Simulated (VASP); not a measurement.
# ZnO (P6_3mc) in VASP: notebook

Runs on ZnO. Level: PBEsol. Tasks: single point.

Everything below comes from runs of VASP 6.6.1. Logs are shortened: lines on timing, memory, paths and dates and some standing lists are left out, and cuts for length are marked.

## 1. The cell of the first run

Symmetry: P6_3mc, No. 186, hexagonal system. The conventional cell has a = 3.198 Å, b = 3.198 Å, c = 5.246 Å, α = 90.00°, β = 90.00°, γ = 120.00°. Within 2.6 Å of Zn (site symmetry 3m) lie 4 O at 1.95 to 1.99 Å. Within 2.6 Å of O (site symmetry 3m) lie 4 Zn at 1.95 to 1.99 Å.

## 2. Single point, PBEsol (in-plane strain -0.01)

INCAR

```
SYSTEM = ZnO
PREC = Accurate
ENCUT = 520
EDIFF = 1E-7
ISMEAR = 0
SIGMA = 0.01
LREAL = .False.
LASPH = .True.
NELM = 60
ALGO = Normal
ISIF = 2
LWAVE = .False.
LCHARG = .True.
GGA = PS
LELF = .True.
LVHAR = .True.
NBANDS = 26
```

KPOINTS

```
regular mesh
0
Gamma
  8 8 4
  0 0 0
```

POSCAR

```
ZnO
1.0
    3.1977089405      0.0000000000      0.0000000000
   -1.5988544702      2.7692971763      0.0000000000
    0.0000000000      0.0000000000      5.2456306044
Zn O
2 2
Direct
    0.3333333333      0.6666666667      0.5000406004
    0.6666666667      0.3333333333      0.0000406004
    0.6666666667      0.3333333333      0.3789693996
    0.3333333333      0.6666666667      0.8789693996
```

Potentials or basis: VASP PAW PBE potentials, release 64 (Zn, O).

On the command line:

```
> cat potpaw_PBE.64/Zn/POTCAR potpaw_PBE.64/O/POTCAR > POTCAR
> mpirun -np 1 vasp_std > vasp.out
```

OUTCAR:

```text
SYSTEM = ZnO
   PREC = Accurate
   ENCUT = 520
   EDIFF = 1E-7
   ISMEAR = 0
   LREAL = .False.
   LASPH = .True.
   NELM = 60
   ISIF = 2
   GGA = PS

 ion  position               nearest neighbor table
   1  0.333  0.667  0.500-   3 1.95   3 1.95   3 1.95   4 1.99
   2  0.667  0.333  0.000-   4 1.95   4 1.95   4 1.95   3 1.99
   3  0.667  0.333  0.379-   1 1.95   1 1.95   1 1.95   2 1.99
   4  0.333  0.667  0.879-   2 1.95   2 1.95   2 1.95   1 1.99

  LATTYP: Found a hexagonal cell.
 ALAT       =     3.1977089405
 C/A-ratio  =     1.6404340426

  Lattice vectors:

 A1 = (   3.1977089405,   0.0000000000,   0.0000000000)
 A2 = (  -1.5988544702,   2.7692971763,   0.0000000000)
 A3 = (   0.0000000000,   0.0000000000,   5.2456306044)

Analysis of symmetry for initial positions (statically):
=====================================================================
 Subroutine PRICEL returns:
 Original cell was already a primitive cell.

 Routine SETGRP: Setting up the symmetry group for a
 hexagonal supercell.

 Subroutine GETGRP returns: Found 12 space group operations
 (whereof  6 operations were pure point group operations)
 out of a pool of 24 trial point group operations.

The static configuration has the point symmetry C_3v.
 The point group associated with its full space group is C_6v.

Analysis of symmetry for dynamics (positions and initial velocities):
=====================================================================
 Subroutine PRICEL returns:
 Original cell was already a primitive cell.

 Routine SETGRP: Setting up the symmetry group for a
 hexagonal supercell.

 Subroutine GETGRP returns: Found 12 space group operations
 (whereof  6 operations were pure point group operations)
 out of a pool of 24 trial point group operations.

The dynamic configuration has the point symmetry C_3v.
 The point group associated with its full space group is C_6v.

 Subroutine INISYM returns: Found 12 space group operations
 (whereof  6 operations are pure point group operations),
 and found     1 'primitive' translations

----------------------------------------------------------------------------------------

                                     Primitive cell

  volume of cell :      46.4522

  direct lattice vectors                    reciprocal lattice vectors
     3.197708941  0.000000000  0.000000000     0.312723897  0.180551226  0.000000000
    -1.598854470  2.769297176  0.000000000     0.000000000  0.361102452  0.000000000
     0.000000000  0.000000000  5.245630604     0.000000000  0.000000000  0.190634849

  length of vectors
     3.197708941  3.197708940  5.245630604     0.361102452  0.361102452  0.190634849

  position of ions in fractional coordinates (direct lattice)
     0.333333333  0.666666667  0.500040600
     0.666666667  0.333333333  0.000040600
     0.666666667  0.333333333  0.378969400
     0.333333333  0.666666667  0.878969400

  ion indices of the primitive-cell ions
   primitive index   ion index
                 1           1
                 2           2
                 3           3
                 4           4

----------------------------------------------------------------------------------------

 KPOINTS: regular mesh

Automatic generation of k-mesh.
 Grid dimensions read from file:
 generate k-points for:    8    8    4

 Generating k-lattice:

  Cartesian coordinates                     Fractional coordinates (reciprocal lattice)
     0.039090487  0.022568903  0.000000000     0.125000000  0.000000000  0.000000000
     0.000000000  0.045137806  0.000000000     0.000000000  0.125000000  0.000000000
     0.000000000  0.000000000  0.047658712     0.000000000  0.000000000  0.250000000

  Length of vectors
     0.045137806  0.045137806  0.047658712

  Shift w.r.t. Gamma in fractional coordinates (k-lattice)
     0.000000000  0.000000000  0.000000000

 Subroutine IBZKPT returns following result:
 ===========================================

 Found     30 irreducible k-points:

 Following reciprocal coordinates:
            Coordinates               Weight
  0.000000  0.000000  0.000000      1.000000
  0.125000  0.000000  0.000000      6.000000
  0.250000  0.000000  0.000000      6.000000
  0.375000  0.000000  0.000000      6.000000
  0.500000  0.000000  0.000000      3.000000
  0.125000  0.125000  0.000000      6.000000
[... 16 lines left out ...]
  0.250000  0.000000  0.500000      6.000000
  0.375000  0.000000  0.500000      6.000000
 [... further k-points ...]
   k-points           NKPTS =     30   k-points in BZ     NKDIM =     30   number of bands    NBANDS=     26
   number of dos      NEDOS =    301   number of ions     NIONS =      4
   total plane-waves  NPLWV =  23040
   dimension x,y,z NGX =    24 NGY =   24 NGZ =   40
   dimension x,y,z NGXF=    48 NGYF=   48 NGZF=   80
   ions per type =               2   2
   NGX,Y,Z   is equivalent  to a cutoff of  12.48, 12.48, 12.68 a.u.
   NGXF,Y,Z  is equivalent  to a cutoff of  24.95, 24.95, 25.35 a.u.
 SYSTEM =  ZnO
   PREC   = accura    normal or accurate (medium, high low for compatibility)
   ISTART =      0    job   : 0-new  1-cont  2-samecut
   ICHARG =      2    charge: 1-file 2-atom 10-const
   ISPIN  =      1    spin polarized calculation?
   LNONCOLLINEAR =      F non collinear calculations
   LSORBIT =      F    spin-orbit coupling
   LASPH  =      T    aspherical Exc in radial PAW
   ENCUT  =  520.0 eV  38.22 Ry    6.18 a.u.   5.95  5.95  9.75*2*pi/ulx,y,z
   NELM   =     60;   NELMIN=  2; NELMDL= -5     # of ELM steps
   EDIFF  = 0.1E-06   stopping-criterion for ELM
   LREAL  =      F    real-space projection
   EDIFFG = 0.1E-05   stopping-criterion for IOM
   NSW    =      0    number of steps for IOM
   IBRION =     -1    ionic relax: 0-MD 1-quasi-New 2-CG
   NFREE  =      0    steps in history (QN), initial steepest desc. (CG)
   ISIF   =      2    stress and relaxation
   ISYM   =      2    0-nonsym 1-usesym 2-fastsym
   POTIM  = 0.5000    time-step for ionic-motion
   TEBEG  =    0.0;   TEEND  =   0.0 temperature during run
   PSTRESS=    0.0 pullay stress
   NELECT =      36.0000    total number of electrons
   NUPDOWN=      -1.0000    fix difference up-down
   EMIN   =  10.00;   EMAX   =-10.00  energy-range for DOS
   EFERMI =   0.00;   METHOD = LEGACY
   ISMEAR =     0;   SIGMA  =   0.01  broadening in eV -4-tet -1-fermi 0-gaus
   EFERMI_NEDOS =   21; number of points for ismear=-14 and -15
   IALGO  =     38    algorithm
   IMIX   =      4    mixing-type and parameters
     AMIX     =   0.40;   BMIX     =  1.00
     AMIX_MAG =   1.60;   BMIX_MAG =  1.00
  volume/ion in A,a.u.               =      11.61        78.37
  Fermi-wavevector in a.u.,A,eV,Ry     =   1.503743  2.841662 30.766076  2.261243
  Thomas-Fermi vector in A             =   2.614813
   LORBIT       =      0    0 simple, 1 ext, 2 COOP (PROOUT), +10 PAW based schemes
   GGA     = PS    functional components
   LHFCALC =     F    Hartree Fock is set to
   AEXX    =    0.0000 exact exchange contribution
   IVDW    =     0    specifies the selected vdW correction
   LEPSILON=     F    determine dielectric tensor
   LRPA    =     F    only Hartree local field effects (RPA)
 non-spin polarized calculation
 Gauss-broadening in eV      SIGMA  =   0.01
  energy-cutoff  :      520.00
  volume of cell :       46.45
 maximum number of plane-waves:      1276
 NGX is ok and might be reduce to    24
   NGX = 11   NGY = 11   NGZ = 19

 number of electron      35.9999997 magnetization

 Free energy of the ion-electron system (eV)
  ---------------------------------------------------
  ext. energy  EPLUGINS =         0.00000000
  ---------------------------------------------------
  free energy    TOTEN  =       -19.39447805 eV

  energy without entropy =      -19.39447805  energy(sigma->0) =      -19.39447805

 E-fermi :   1.3383     XC(G=0): -11.3180

 val. band max:        1.2973076178   @ k =   0.0000   0.0000   0.0000
 cond. band min:       1.9817118795   @ k =   0.0000   0.0000   0.0000
 fundamental gap:      0.6844042617
 Fermi energy:         1.3383036345

 k-point     1 :       0.0000    0.0000    0.0000
  band No.  band energies     occupation
      1     -16.9708      2.00000
      2     -16.2200      2.00000
      3      -4.6804      2.00000
      4      -4.5744      2.00000
      5      -4.5744      2.00000
      6      -4.5225      2.00000
[... 18 lines left out ...]
     25      15.6097      0.00000
     26      15.6097      0.00000

 k-point     2 :       0.1250    0.0000    0.0000
  band No.  band energies     occupation
      1     -16.8779      2.00000
      2     -16.1761      2.00000
      3      -4.6929      2.00000
      4      -4.5297      2.00000
      5      -4.5223      2.00000
      6      -4.4757      2.00000
[... 18 lines left out ...]
     25      15.2312      0.00000
     26      15.7764      0.00000

 k-point     3 :       0.2500    0.0000    0.0000
  band No.  band energies     occupation
      1     -16.6380      2.00000
      2     -16.0768      2.00000
      3      -4.8857      2.00000
      4      -4.5131      2.00000
      5      -4.4087      2.00000
      6      -4.2953      2.00000
[... 18 lines left out ...]
     25      14.7847      0.00000
     26      15.6102      0.00000

 k-point     4 :       0.3750    0.0000    0.0000
  band No.  band energies     occupation
      1     -16.3614      2.00000
      2     -16.0001      2.00000
      3      -4.9482      2.00000
      4      -4.6074      2.00000
      5      -4.3230      2.00000
      6      -4.0686      2.00000
[... 18 lines left out ...]
     25      14.6748      0.00000
     26      15.5879      0.00000

 k-point     5 :       0.5000    0.0000    0.0000
  band No.  band energies     occupation
      1     -16.2197      2.00000
      2     -15.9911      2.00000
      3      -4.8573      2.00000
      4      -4.7228      2.00000
      5      -4.2978      2.00000
      6      -3.9151      2.00000
[... 18 lines left out ...]
     25      14.5016      0.00000
     26      15.7117      0.00000

 k-point     6 :       0.1250    0.1250    0.0000
  band No.  band energies     occupation
      1     -16.7111      2.00000
      2     -16.1046      2.00000
      3      -4.7859      2.00000
      4      -4.5695      2.00000
      5      -4.3992      2.00000
      6      -4.3855      2.00000
[... 427 lines left out ...]
 k-point    21 :       0.0000    0.0000    0.5000
  band No.  band energies     occupation
      1     -16.6071      2.00000
      2     -16.6071      2.00000
      3      -4.8234      2.00000
      4      -4.8234      2.00000
      5      -4.5013      2.00000
      6      -4.5013      2.00000
[... 18 lines left out ...]
     25      14.6295      0.00000
     26      14.6295      0.00000

 k-point    22 :       0.1250    0.0000    0.5000
  band No.  band energies     occupation
      1     -16.5359      2.00000
      2     -16.5359      2.00000
      3      -4.8747      2.00000
      4      -4.8747      2.00000
      5      -4.4516      2.00000
      6      -4.4516      2.00000
[... 18 lines left out ...]
     25      14.7603      0.00000
     26      14.7603      0.00000

 k-point    23 :       0.2500    0.0000    0.5000
  band No.  band energies     occupation
      1     -16.3591      2.00000
      2     -16.3591      2.00000
      3      -4.9840      2.00000
      4      -4.9840      2.00000
      5      -4.3017      2.00000
      6      -4.3017      2.00000
[... 18 lines left out ...]
     25      14.9811      0.00000
     26      14.9811      0.00000

 k-point    24 :       0.3750    0.0000    0.5000
  band No.  band energies     occupation
      1     -16.1752      2.00000
      2     -16.1752      2.00000
      3      -5.0505      2.00000
      4      -5.0505      2.00000
      5      -4.1259      2.00000
      6      -4.1259      2.00000
[... 18 lines left out ...]
     25      15.0793      0.00000
     26      15.0793      0.00000

 [... further k-points ...]

------------------------ aborting loop because EDIFF is reached ----------------------------------------

  FORCE on cell =-STRESS in cart. coord.  units (eV):
  Direction    XX          YY          ZZ          XY          YZ          ZX
  --------------------------------------------------------------------------------------
  -------------------------------------------------------------------------------------
  Total        1.3230544      1.3230544      0.1830055      0.0000000      0.0000000      0.0000000
  in kB       45.6333206     45.6333206      6.3120235      0.0000000      0.0000000      0.0000000
  external PRESSURE =      32.5262216 kB  Pullay stress =       0.0000000 kB

 VOLUME and BASIS-vectors are now :
 -----------------------------------------------------------------------------
  energy-cutoff  :      520.00
  volume of cell :       46.45
      direct lattice vectors                 reciprocal lattice vectors
     3.197708941  0.000000000  0.000000000     0.312723897  0.180551226  0.000000000
    -1.598854470  2.769297176  0.000000000     0.000000000  0.361102452  0.000000000
     0.000000000  0.000000000  5.245630604     0.000000000  0.000000000  0.190634849

 POSITION                                       TOTAL-FORCE (eV/Angst)
 -----------------------------------------------------------------------------------
     -0.00000      1.84620      2.62303        -0.000000     -0.000000      0.154482
      1.59885      0.92310      0.00021         0.000000     -0.000000      0.154482
      1.59885      0.92310      1.98793        -0.000000     -0.000000     -0.154482
     -0.00000      1.84620      4.61075         0.000000      0.000000     -0.154482
 -----------------------------------------------------------------------------------
    total drift:                                0.000001      0.000002     -0.000156

  FREE ENERGIE OF THE ION-ELECTRON SYSTEM (eV)
  ---------------------------------------------------
  free  energy   TOTEN  =       -19.3944780499 eV

  energy  without entropy=      -19.3944780499  energy(sigma->0) =      -19.39447805
```

Wall time 29 s (1 thread of Intel Xeon Platinum 8259CL at 2.50GHz (Skylake/Cascade Lake), shared host); peak memory 0.17 GiB.

Results:

* Free energy: -19.3945 eV
* Pressure: 3.3 GPa
* Largest force: 0.154 eV/Å
* Band gap on the k mesh: 0.68 eV, direct

Forces on the atoms (eV/Å):
```
Zn   0.000  0.000  0.154
Zn   0.000  0.000  0.154
O    0.000  0.000 -0.154
O    0.000  0.000 -0.154
```

Levels at points of the mesh, in eV from the valence-band top:
```
           k point  band 16  band 17  band 18  band 19  band 20  band 21
(0.00, 0.00, 0.00)    -0.14     0.00     0.00     0.68     5.24     7.98
(0.50, 0.00, 0.00)    -2.32    -1.38    -0.90     5.79     6.75     7.33
(0.00, 0.00, 0.50)    -0.39    -0.39    -0.39     3.38     3.38     9.88
(0.50, 0.00, 0.50)    -1.57    -1.51    -1.51     5.56     5.56     8.49
```

Caveat: the cell differs from its parent crystal (in-plane strain -0.01); the PAW data sets were made with another functional, which shifts forces and pressure a little.

## 3. Single point, PBEsol

This run uses another cell than the first one, of 11.78 Å³/atom, 1.014 times its volume.

INCAR

```
SYSTEM = ZnO
PREC = Accurate ; ENCUT = 520
EDIFF = 1E-7 ; ISMEAR = 0
SIGMA = 0.01 ; LREAL = .FALSE.
LASPH = .TRUE. ; NELM = 100
ALGO = Normal ; ISIF = 2
LWAVE = .FALSE. ; LCHARG = .FALSE.
GGA = PS ; NBANDS = 26
```

KPOINTS

```
Automatic mesh
0
G
  8 8 4
  0 0 0
```

POSCAR

```
ZnO
1.0
    3.2300090308      0.0000000000      0.0000000000
   -1.6150045154      2.7972698751      0.0000000000
    0.0000000000      0.0000000000      5.2143445372
Zn O
2 2
Direct
    0.3333333333      0.6666666667      0.5000406004
    0.6666666667      0.3333333333      0.0000406004
    0.6666666667      0.3333333333      0.3789693996
    0.3333333333      0.6666666667      0.8789693996
```

Potentials or basis: VASP PAW PBE potentials, release 64 (Zn, O).

On the command line:

```
> cat potpaw_PBE.64/Zn/POTCAR potpaw_PBE.64/O/POTCAR > POTCAR
> mpirun -np 1 vasp_std > vasp.out
```

Run time: 33 s. Hardware: 1 thread of Intel Xeon Platinum 8259CL at 2.50GHz (Skylake/Cascade Lake), shared host; peak memory 0.17 GiB.

It converged, with:

* Free energy: -19.4099 eV
* Pressure: 1.0 GPa
* Band gap on the k mesh: 0.69 eV, direct

Levels at points of the mesh, in eV from the valence-band top:
| k point | band 14 | band 15 | band 16 | band 17 | band 18 | band 19 | band 20 | band 21 | band 22 | band 23 |
| --- | --- | --- | --- | --- | --- | --- | --- | --- | --- | --- |
| (0.00, 0.00, 0.00) | -0.81 | -0.81 | -0.09 | 0.00 | 0.00 | 0.69 | 5.15 | 8.10 | 12.83 | 12.83 |
| (0.50, 0.00, 0.00) | -3.61 | -2.89 | -2.32 | -1.33 | -0.86 | 5.73 | 6.72 | 7.43 | 8.51 | 10.50 |
| (0.00, 0.00, 0.50) | -2.28 | -0.40 | -0.40 | -0.40 | -0.40 | 3.38 | 3.38 | 9.96 | 9.96 | 13.12 |
| (0.50, 0.00, 0.50) | -3.79 | -1.54 | -1.54 | -1.41 | -1.41 | 5.58 | 5.58 | 8.40 | 8.40 | 11.18 |

Caveat: the PAW data sets were made with another functional, which shifts forces and pressure a little. PBEsol gaps usually lie below the measured ones, often by a third to a half.

## 4. Single point, PBEsol (in-plane strain -0.01, then relaxed in part)

INCAR

```
SYSTEM = ZnO
PREC = Accurate
ENCUT = 520
EDIFF = 1E-6
ISMEAR = 0
SIGMA = 0.01
LREAL = .False.
LASPH = .True.
NELM = 80
ALGO = Normal
ISIF = 2
LWAVE = .False.
LCHARG = .True.
GGA = PS
LELF = .True.
LVHAR = .True.
NBANDS = 26
```

KPOINTS

```
regular mesh
0
Gamma
  8 8 4
  0 0 0
```

POSCAR

```
ZnO
1.0
    3.1977089405      0.0000000000      0.0000000000
   -1.5988544702      2.7692971763      0.0000000000
    0.0000000000      0.0000000000      5.2651578066
Zn O
2 2
Direct
    0.3333333333      0.6666666667      0.5026099720
    0.6666666667      0.3333333333      0.0026099720
    0.6666666667      0.3333333333      0.3764000280
    0.3333333333      0.6666666667      0.8764000280
```

On the command line:

```
> cat potpaw_PBE.64/Zn/POTCAR potpaw_PBE.64/O/POTCAR > POTCAR
> mpirun -np 1 vasp_std > vasp.out
```

Wall time 25 s (1 thread of Intel Xeon Platinum 8259CL at 2.50GHz (Skylake/Cascade Lake), shared host); peak memory 0.17 GiB.

Results (log left out):

| Quantity | Value |
| --- | --- |
| Free energy | -19.4000 eV |
| Pressure | 2.2 GPa |
| Largest force | 0.004 eV/Å |
| Band gap on the k mesh | 0.68 eV, direct |

Forces in eV/Å, atoms in the order of the input:
```
Zn   0.000  0.000  0.004
Zn   0.000  0.000  0.004
O    0.000  0.000 -0.004
O    0.000  0.000 -0.004
```

Stress tensor (GPa, compression positive):
```
2.96 0.00 0.00
0.00 2.96 0.00
0.00 0.00 0.79
```

Levels at points of the mesh, in eV from the valence-band top:
```tsv
k point	band 15	band 16	band 17	band 18	band 19	band 20	band 21	band 22
(0.00, 0.00, 0.00)	-0.82	-0.11	0.00	0.00	0.68	5.27	7.97	13.07
(0.50, 0.00, 0.00)	-2.94	-2.31	-1.40	-0.84	5.77	6.74	7.28	8.68
(0.00, 0.00, 0.50)	-0.41	-0.41	-0.41	-0.41	3.37	3.37	9.89	9.89
(0.50, 0.00, 0.50)	-1.53	-1.53	-1.52	-1.52	5.54	5.54	8.46	8.46
```

Caveat: the cell differs from its parent crystal (in-plane strain -0.01, then relaxed in part); the PAW data sets were made with another functional, which shifts forces and pressure a little.

## 5. Summary

```csv
cell,gap on the mesh (eV),pressure (GPa)
"a = 3.198, b = 3.198, c = 5.246 Å, angles 90.0, 90.0, 120.0°, 4 atoms",0.68,3.3
"a = 3.230, b = 3.230, c = 5.214 Å, angles 90.0, 90.0, 120.0°, 4 atoms",0.69,1.0
"a = 3.198, b = 3.198, c = 5.265 Å, angles 90.0, 90.0, 120.0°, 4 atoms",0.68,2.2
```

Alike in all rows: task single point; level PBEsol; potentials or basis VASP PAW PBE potentials, release 64 (Zn, O); no spin polarisation; k mesh 8 × 8 × 4; cutoff (eV) 520; smearing gaussian 0.01 eV.

Caveats: the PAW data sets were made with another functional, which shifts forces and pressure a little.

Total energies depend on the potentials used, so only differences within one code and one set of settings carry meaning.
